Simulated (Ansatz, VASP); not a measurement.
## LiF: VASP beside Ansatz

The input POSCAR:

```
LiF
1.0
    2.5595330000      0.0000000000      0.0000000000
    0.0000000000      2.5595330000      0.0000000000
    0.0000000000      0.0000000000      2.4571516800
Li F
1 1
Direct
    0.0000000000      0.0000000000      0.0000000000
    0.5000000000      0.5000000000      0.5000000000
```

Contents of INCAR.step1:

```
SYSTEM = LiF
PREC = Accurate
ENCUT = 520
ISMEAR = 0
SIGMA = 0.05
LREAL = .False.
LASPH = .True.
NELM = 100
NBANDS = 12
GGA = PE
ALGO = Normal
EDIFF = 1E-4
LWAVE = .True.
LCHARG = .False.
```

Contents of INCAR.step2:

```
SYSTEM = LiF
PREC = Accurate
ENCUT = 520
EDIFF = 1E-6
ISMEAR = 0
SIGMA = 0.05
LREAL = .False.
LASPH = .True.
NELM = 100
ALGO = Normal
ISIF = 2
LWAVE = .False.
LCHARG = .False.
METAGGA = R2SCAN
LMIXTAU = .True.
NBANDS = 12
ISTART = 1
```

KPOINTS

```
regular mesh
0
Gamma
  10 10 10
  0 0 0
```

Input for Ansatz:

```yaml
crystal:
  lattice:
    - [2.559533, 0.0, 0.0]
    - [0.0, 2.559533, 0.0]
    - [0.0, 0.0, 2.45715168]
  atoms:
    - { symbol: Li, position: [0.0, 0.0, 0.0] }
    - { symbol: F, position: [0.5, 0.5, 0.5] }
basis:
  ecutwfc: 500
kpoints:
  mp_grid: { grid: [10, 10, 10] }
hamiltonian:
  xc: r2scan
scf:
  occupations: { method: gaussian, width: 0.05 }
output:
  forces: true
  stress: true
  eigenvalues: true
```

Change from the starting cell: strain +0.000 along x and y, -0.040 along z, atoms carried along.

Alike in both runs: task single point; functional r2SCAN; k mesh 10 × 10 × 10; occupations gaussian, width 0.05 eV; no spin polarisation.

|  | VASP | Ansatz |
| --- | --- | --- |
| version | VASP 6.6.1 | Ansatz 0.2.0 |
| potentials or method | VASP PAW PBE potentials, release 64 (Li_sv, F), cutoff 520 eV | scalar-relativistic, plane waves, PAW |
| valence electrons in the cell | 10 | 10 |

```tsv
	VASP	Ansatz	Ansatz less VASP
gap on the k mesh at the Fermi level (eV)	8.79	8.59	-0.199
least direct gap on the mesh (eV)	9.40	9.20	-0.204
```

VASP's potentials were made for PBE, not for r2SCAN. With one functional, cell and mesh, what is left measures potentials, basis and numerics.

Noted on VASP's run: the cutoff is short for stress, so the pressure is rough.
